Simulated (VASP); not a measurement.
The system is PbO2.

```
Pb O
1.0
     1.72291    0.99472    4.45594
    -1.72291    0.99472    4.45594
     0.00000   -1.98944    4.45594
Pb O
1 2
Cartesian
  0.0000 0.0000 0.0000
  0.0000 0.0000 3.4190
  0.0000 0.0000 9.9489
```

Base run:

```yaml
Program: VASP 6.6.1
Functional: PBE
Potentials_or_basis: VASP PAW PBE potentials, release 64 (Pb_d, O)
Cutoff: 520 eV
k_mesh: 12 × 12 × 12
Occupations: gaussian, width 0.01 eV
Spin: no spin polarisation
```

Its results: band gap on the k mesh 0.12 eV, indirect (least direct gap 0.18 eV); pressure 0.2 GPa; largest force 0.032 eV/Å.

**Question.** The run is repeated on the same cell with these changes: functional from PBE to r2SCAN; further incar settings from ALGO = Normal; EDIFF = 1e-06; NBANDS = 20 to ALGO = Normal; EDIFF = 1e-07; NBANDS = 20. What comes out?

**Answer.** Band gap on the k mesh 0.34 eV, indirect (least direct gap 0.41 eV); pressure -5.0 GPa; largest force 0.282 eV/Å.

Caveats: spin-orbit coupling is left out, which moves the levels of the heavy elements; the PAW data sets were made with another functional, which shifts forces and pressure a little (some runs).

A k mesh can miss the band edges.
